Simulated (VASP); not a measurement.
# C (C2/m) in VASP: further runs

C is run at these levels: LDA; tasks: single point.

Program: VASP 6.6.1. These are calculated values, not measurements. Logs are shortened: lines on timing, memory, paths and dates and some standing lists are left out, and cuts for length are marked.

### Step 1. The cell of the first run

It takes space group C2/m (No. 12, monoclinic). The conventional cell has a = 4.368 Å, b = 2.522 Å, c = 2.522 Å, α = 90.00°, β = 125.26°, γ = 90.00°. C (site symmetry m) has 1 C at 1.09 Å within 1.5 Å.

### Step 2. Single point, LDA (atom 1 (C) moved by (-0.450, -0.450) A along x and y)

The input, INCAR:

```
PREC     = Accurate       # precision mode
ENCUT    = 520            # plane-wave cutoff, eV
EDIFF    = 1E-6           # SCF threshold, eV
ISMEAR   = 1              # smearing method
SIGMA    = 0.4            # smearing width, eV
LREAL    = False          # projectors in reciprocal space
LASPH    = True           # aspherical terms in the spheres
NELM     = 60             # most SCF steps
ALGO     = Normal         # electronic algorithm
ISIF     = 2              # what is computed and relaxed
LWAVE    = False          # write WAVECAR
LCHARG   = False          # write CHGCAR
NBANDS   = 11             # bands
```

The input, KPOINTS:

```
regular mesh
0
Gamma
  12 12 12
```

The input, POSCAR:

```
C
1.0
    0.0000000000      1.7834000000      1.7834000000
    1.7834000000      0.0000000000      1.7834000000
    1.7834000000      1.7834000000      0.0000000000
C
2
Direct
    0.5000000000      0.5000000000      0.2476729842
    0.7500000000      0.7500000000      0.7500000000
```

Potentials or basis: VASP PAW LDA potentials, release 64 (C).

The run is started by

```
$ cat potpaw_LDA.64/C/POTCAR > POTCAR
$ mpirun -np 1 vasp_std > vasp.out
```

OUTCAR:

```text
PREC = Accurate
   ENCUT = 520
   EDIFF = 1E-6
   ISMEAR = 1
   LREAL = False
   LASPH = True
   NELM = 60
   ISIF = 2

 ion  position               nearest neighbor table
   1  0.500  0.500  0.248-   2 1.09   2 1.67   2 1.67
   2  0.750  0.750  0.750-   1 1.09   1 1.67   1 1.67

  LATTYP: Found a face centered cubic cell.
 ALAT       =     3.5668000000

  Lattice vectors:

 A1 = (   0.0000000000,   1.7834000000,   1.7834000000)
 A2 = (   1.7834000000,   0.0000000000,   1.7834000000)
 A3 = (   1.7834000000,   1.7834000000,   0.0000000000)

Analysis of symmetry for initial positions (statically):
=====================================================================
 Subroutine PRICEL returns:
 Original cell was already a primitive cell.

 Routine SETGRP: Setting up the symmetry group for a
 face centered cubic supercell.

 Subroutine GETGRP returns: Found  4 space group operations
 (whereof  2 operations were pure point group operations)
 out of a pool of 48 trial point group operations.

The static configuration has the point symmetry C_1h.
 The point group associated with its full space group is C_2h.

Analysis of symmetry for dynamics (positions and initial velocities):
=====================================================================
 Subroutine PRICEL returns:
 Original cell was already a primitive cell.

 Routine SETGRP: Setting up the symmetry group for a
 face centered cubic supercell.

 Subroutine GETGRP returns: Found  4 space group operations
 (whereof  2 operations were pure point group operations)
 out of a pool of 48 trial point group operations.

The dynamic configuration has the point symmetry C_1h.
 The point group associated with its full space group is C_2h.

 Subroutine INISYM returns: Found  4 space group operations
 (whereof  2 operations are pure point group operations),
 and found     1 'primitive' translations

----------------------------------------------------------------------------------------

                                     Primitive cell

  volume of cell :      11.3443

  direct lattice vectors                    reciprocal lattice vectors
     0.000000000  1.783400000  1.783400000    -0.280363351  0.280363351  0.280363351
     1.783400000  0.000000000  1.783400000     0.280363351 -0.280363351  0.280363351
     1.783400000  1.783400000  0.000000000     0.280363351  0.280363351 -0.280363351

  length of vectors
     2.522108467  2.522108467  2.522108467     0.485603568  0.485603568  0.485603568

  position of ions in fractional coordinates (direct lattice)
     0.500000000  0.500000000  0.247672984
     0.750000000  0.750000000  0.750000000

  ion indices of the primitive-cell ions
   primitive index   ion index
                 1           1
                 2           2

----------------------------------------------------------------------------------------

 KPOINTS: regular mesh

Automatic generation of k-mesh.
 Grid dimensions read from file:
 generate k-points for:   12   12   12

 Generating k-lattice:

  Cartesian coordinates                     Fractional coordinates (reciprocal lattice)
    -0.023363613  0.023363613  0.023363613     0.083333333  0.000000000  0.000000000
     0.023363613 -0.023363613  0.023363613     0.000000000  0.083333333  0.000000000
     0.023363613  0.023363613 -0.023363613     0.000000000  0.000000000  0.083333333

  Length of vectors
     0.040466964  0.040466964  0.040466964

  Shift w.r.t. Gamma in fractional coordinates (k-lattice)
     0.000000000  0.000000000  0.000000000

 Subroutine IBZKPT returns following result:
 ===========================================

 Found    476 irreducible k-points:

 Following reciprocal coordinates:
            Coordinates               Weight
  0.000000  0.000000  0.000000      1.000000
  0.083333  0.000000  0.000000      4.000000
  0.000000  0.000000  0.083333      2.000000
  0.083333  0.083333  0.083333      2.000000
  0.166667  0.000000  0.000000      4.000000
  0.000000  0.000000  0.166667      2.000000
[... 16 lines left out ...]
  0.000000  0.166667  0.083333      4.000000
  0.083333  0.000000  0.166667      4.000000
 [... further k-points ...]
   k-points           NKPTS =    476   k-points in BZ     NKDIM =    476   number of bands    NBANDS=     11
   number of dos      NEDOS =    301   number of ions     NIONS =      2
   total plane-waves  NPLWV =   8000
   dimension x,y,z NGX =    20 NGY =   20 NGZ =   20
   dimension x,y,z NGXF=    40 NGYF=   40 NGZF=   40
   ions per type =               2
   NGX,Y,Z   is equivalent  to a cutoff of  13.18, 13.18, 13.18 a.u.
   NGXF,Y,Z  is equivalent  to a cutoff of  26.37, 26.37, 26.37 a.u.
 SYSTEM =  unknown system
   PREC   = accura    normal or accurate (medium, high low for compatibility)
   ISTART =      0    job   : 0-new  1-cont  2-samecut
   ICHARG =      2    charge: 1-file 2-atom 10-const
   ISPIN  =      1    spin polarized calculation?
   LNONCOLLINEAR =      F non collinear calculations
   LSORBIT =      F    spin-orbit coupling
   LASPH  =      T    aspherical Exc in radial PAW
   ENCUT  =  520.0 eV  38.22 Ry    6.18 a.u.   4.69  4.69  4.69*2*pi/ulx,y,z
   NELM   =     60;   NELMIN=  2; NELMDL= -5     # of ELM steps
   EDIFF  = 0.1E-05   stopping-criterion for ELM
   LREAL  =      F    real-space projection
   EDIFFG = 0.1E-04   stopping-criterion for IOM
   NSW    =      0    number of steps for IOM
   IBRION =     -1    ionic relax: 0-MD 1-quasi-New 2-CG
   NFREE  =      0    steps in history (QN), initial steepest desc. (CG)
   ISIF   =      2    stress and relaxation
   ISYM   =      2    0-nonsym 1-usesym 2-fastsym
   POTIM  = 0.5000    time-step for ionic-motion
   TEBEG  =    0.0;   TEEND  =   0.0 temperature during run
   PSTRESS=    0.0 pullay stress
   NELECT =       8.0000    total number of electrons
   NUPDOWN=      -1.0000    fix difference up-down
   EMIN   =  10.00;   EMAX   =-10.00  energy-range for DOS
   EFERMI =   0.00;   METHOD = LEGACY
   ISMEAR =     1;   SIGMA  =   0.40  broadening in eV -4-tet -1-fermi 0-gaus
   EFERMI_NEDOS =   21; number of points for ismear=-14 and -15
   IALGO  =     38    algorithm
   IMIX   =      4    mixing-type and parameters
     AMIX     =   0.40;   BMIX     =  1.00
     AMIX_MAG =   1.60;   BMIX_MAG =  1.00
  volume/ion in A,a.u.               =       5.67        38.28
  Fermi-wavevector in a.u.,A,eV,Ry     =   1.457178  2.753668 28.890189  2.123369
  Thomas-Fermi vector in A             =   2.574010
   LORBIT       =      0    0 simple, 1 ext, 2 COOP (PROOUT), +10 PAW based schemes
   GGA     = CA    functional components
   LHFCALC =     F    Hartree Fock is set to
   AEXX    =    0.0000 exact exchange contribution
   IVDW    =     0    specifies the selected vdW correction
   LEPSILON=     F    determine dielectric tensor
   LRPA    =     F    only Hartree local field effects (RPA)
 non-spin polarized calculation
 Methfessel and Paxton  Order N= 1 SIGMA  =   0.40
  energy-cutoff  :      520.00
  volume of cell :       11.34
 maximum number of plane-waves:       316
   NGX =  9   NGY =  9   NGZ =  9

 number of electron       7.9999999 magnetization

 Free energy of the ion-electron system (eV)
  ---------------------------------------------------
  ext. energy  EPLUGINS =         0.00000000
  ---------------------------------------------------
  free energy    TOTEN  =       -14.25271103 eV

  energy without entropy =      -14.25468486  energy(sigma->0) =      -14.25336898

 E-fermi :  10.1833     XC(G=0): -13.4334

 val. band max:       10.1558072933   @ k =   0.0833   0.0833   0.1667
 cond. band min:      10.1991807842   @ k =   0.0833   0.0000   0.0000
 fundamental gap:      0.0433734909
 Fermi energy:        10.1833263489

 k-point     1 :       0.0000    0.0000    0.0000
  band No.  band energies     occupation
      1     -11.9790      2.00000
      2       2.7067      2.00000
      3       9.0810      2.00068
      4      11.2264     -0.00141
      5      12.4438     -0.00000
      6      18.8065      0.00000
      7      19.2363      0.00000
      8      26.1513      0.00000
      9      26.5786      0.00000
     10      32.7986      0.00000
     11      35.6030      0.00000

 k-point     2 :       0.0833    0.0000    0.0000
  band No.  band energies     occupation
      1     -11.7986      2.00000
      2       2.5128      2.00000
      3       8.9515      2.00012
      4      10.1992      0.93297
      5      12.8041     -0.00000
      6      18.4066      0.00000
      7      19.9053      0.00000
      8      26.5821      0.00000
      9      26.7906      0.00000
     10      32.7436      0.00000
     11      34.0022      0.00000

 k-point     3 :       0.0000    0.0000    0.0833
  band No.  band energies     occupation
      1     -11.8054      2.00000
      2       2.3879      2.00000
      3       9.0334      2.00037
      4       9.7849      2.04944
      5      14.2253     -0.00000
      6      18.0644     -0.00000
      7      19.3197      0.00000
      8      25.8880      0.00000
      9      27.2258      0.00000
     10      32.6618      0.00000
     11      33.5616      0.00000

 k-point     4 :       0.0833    0.0833    0.0833
  band No.  band energies     occupation
      1     -11.7945      2.00000
      2       2.6169      2.00000
      3       8.3414      2.00000
      4      10.9884     -0.01534
      5      12.5723     -0.00000
      6      18.1987      0.00000
      7      19.8774      0.00000
      8      25.9147      0.00000
      9      27.4932      0.00000
     10      32.2563      0.00000
     11      34.8726      0.00000

 k-point     5 :       0.1667    0.0000    0.0000
  band No.  band energies     occupation
      1     -11.2616      2.00000
      2       1.9164      2.00000
      3       7.7753      2.00000
      4       9.2374      2.00415
      5      13.2478     -0.00000
      6      17.5779     -0.00000
      7      21.1478      0.00000
      8      27.2253      0.00000
      9      27.6208      0.00000
     10      31.6317      0.00000
     11      32.4584      0.00000
[... 211 lines left out ...]
 k-point    21 :       0.0000    0.0833    0.0833
  band No.  band energies     occupation
      1     -11.7363      2.00000
      2       2.4253      2.00000
      3       8.6779      2.00000
      4      10.7151     -0.06799
      5      12.2130     -0.00000
      6      18.4372      0.00000
      7      20.1011      0.00000
      8      26.0970      0.00000
      9      27.3989      0.00000
     10      32.5030      0.00000
     11      33.3180      0.00000

 k-point    22 :       0.1667    0.0833    0.0000
  band No.  band energies     occupation
      1     -11.3349      2.00000
      2       2.1136      2.00000
      3       7.7279      2.00000
      4       8.7651      2.00001
      5      15.4337     -0.00000
      6      16.8450     -0.00000
      7      19.6679      0.00000
      8      26.4026      0.00000
      9      27.7672      0.00000
     10      31.4933      0.00000
     11      35.1121      0.00000

 k-point    23 :       0.0000    0.1667    0.0833
  band No.  band energies     occupation
      1     -11.3097      2.00000
      2       2.0507      2.00000
      3       8.2014      2.00000
      4       9.7507      2.06330
      5      11.5154     -0.00003
      6      18.1990      0.00000
      7      21.1729      0.00000
      8      26.5765      0.00000
      9      28.2280      0.00000
     10      31.4827      0.00000
     11      33.4790      0.00000

 k-point    24 :       0.0833    0.0000    0.1667
  band No.  band energies     occupation
      1     -11.3298      2.00000
      2       1.7520      2.00000
      3       8.2257      2.00000
      4       9.0549      2.00049
      5      14.3580     -0.00000
      6      17.5456     -0.00000
      7      20.3057      0.00000
      8      25.9176      0.00000
      9      27.7134      0.00000
     10      31.2458      0.00000
     11      33.6122      0.00000

 [... further k-points ...]

------------------------ aborting loop because EDIFF is reached ----------------------------------------

  FORCE on cell =-STRESS in cart. coord.  units (eV):
  Direction    XX          YY          ZZ          XY          YZ          ZX
  --------------------------------------------------------------------------------------
  -------------------------------------------------------------------------------------
  Total        6.8999492      6.8999492     16.1242968      7.5903327     -3.3054615     -3.3054614
  in kB      974.4962924    974.4962924   2277.2729279   1072.0008106   -466.8382142   -466.8382046
  external PRESSURE =    1408.7551709 kB  Pullay stress =       0.0000000 kB

 VOLUME and BASIS-vectors are now :
 -----------------------------------------------------------------------------
  energy-cutoff  :      520.00
  volume of cell :       11.34
      direct lattice vectors                 reciprocal lattice vectors
     0.000000000  1.783400000  1.783400000    -0.280363351  0.280363351  0.280363351
     1.783400000  0.000000000  1.783400000     0.280363351 -0.280363351  0.280363351
     1.783400000  1.783400000  0.000000000     0.280363351  0.280363351 -0.280363351

 POSITION                                       TOTAL-FORCE (eV/Angst)
 -----------------------------------------------------------------------------------
      1.33340      1.33340      1.78340        12.822407     12.822407    -23.848682
      2.67510      2.67510      2.67510       -12.822407    -12.822407     23.848682
 -----------------------------------------------------------------------------------
    total drift:                                0.000002      0.000002      0.000001

  FREE ENERGIE OF THE ION-ELECTRON SYSTEM (eV)
  ---------------------------------------------------
  free  energy   TOTEN  =       -14.2527110346 eV

  energy  without entropy=      -14.2546848604  energy(sigma->0) =      -14.25336898
```

It took 18 s on 1 thread of Intel Xeon 6975P-C (Granite Rapids), shared host; peak memory 0.14 GiB.

What came out:

```yaml
Free_energy: -14.2527 eV
Pressure: 140.9 GPa
Largest_force: 29.960 eV/Å
Band_gap_on_the_k_mesh: zero (band 4 reaches 11.23 eV, above the bottom of band 5 at 8.04 eV)
```

Forces in eV/Å, atoms in the order of the input:
```
C    12.822  12.822 -23.849
C   -12.822 -12.822  23.849
```

Caveat: the cell differs from its parent crystal (atom 1 (C) moved by (-0.450, -0.450) A along x and y); forces of over 1 eV/Å act on the atoms, so gaps and moduli don't describe the material at rest.

(Part 1 of 2 ends here.)
